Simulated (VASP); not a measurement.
# YGaC6N6: single point with PBE

Crystal: YGaC6N6.

```
Y Ga C N
1.0
     0.00000    5.27600    5.27600
     5.27600    0.00000    5.27600
     5.27600    5.27600    0.00000
Y Ga C N
1 1 6 6
Direct
  0.50000 0.50000 0.50000
  0.00000 0.00000 0.00000
  0.82032 0.17968 0.17968
  0.17968 0.82032 0.17968
  0.17968 0.17968 0.82032
  0.17968 0.82032 0.82032
  0.82032 0.17968 0.82032
  0.82032 0.82032 0.17968
  0.70944 0.29056 0.29056
  0.29056 0.70944 0.29056
  0.29056 0.29056 0.70944
  0.29056 0.70944 0.70944
  0.70944 0.29056 0.70944
  0.70944 0.70944 0.29056
```

```json
{
 "Program": "VASP 6.6.1",
 "Task": "single point",
 "Functional": "PBE",
 "Potentials or basis": "VASP PAW PBE potentials, release 64 (Y_sv, Ga_d, C, N)",
 "Cutoff": "520 eV",
 "k mesh": "4 × 4 × 4",
 "Occupations": "gaussian, width 0.1 eV",
 "Spin": "no spin polarisation"
}
```

The pressure is 13.6 GPa and the largest force is 3.893 eV/Å. The band gap on the k mesh is 3.09 eV (least direct gap 3.18 eV).

Forces on the atoms (eV/Å):
```
Y    0.000  0.000  0.000
Ga   0.000  0.000  0.000
C    3.893  0.000  0.000
C    0.000  3.893  0.000
C    0.000  0.000  3.893
C   -3.893  0.000  0.000
C    0.000 -3.893  0.000
C    0.000  0.000 -3.893
N   -1.707  0.000  0.000
N    0.000 -1.707  0.000
N    0.000  0.000 -1.707
N    1.707  0.000  0.000
N    0.000  1.707  0.000
N    0.000  0.000  1.707
```

Levels at points of the mesh, in eV from the valence-band top:
| k point | band 37 | band 38 | band 39 | band 40 | band 41 | band 42 |
| --- | --- | --- | --- | --- | --- | --- |
| (0.00, 0.00, 0.00) | -1.68 | -0.24 | -0.24 | 3.09 | 3.09 | 3.09 |
| (0.50, 0.00, 0.00) | -1.74 | 0.00 | 0.00 | 4.21 | 4.27 | 4.30 |
| (0.50, 0.50, 0.00) | -1.68 | -0.24 | -0.23 | 3.11 | 4.87 | 4.87 |

Run time: 7.7 min on 1 thread of Intel Xeon 8259CL, on a shared host, peak memory 0.51 GiB.

Caveat: the cell stands under pressure; forces of over 1 eV/Å act on the atoms, so gaps and moduli don't describe the material at rest. A k mesh can miss the band edges.
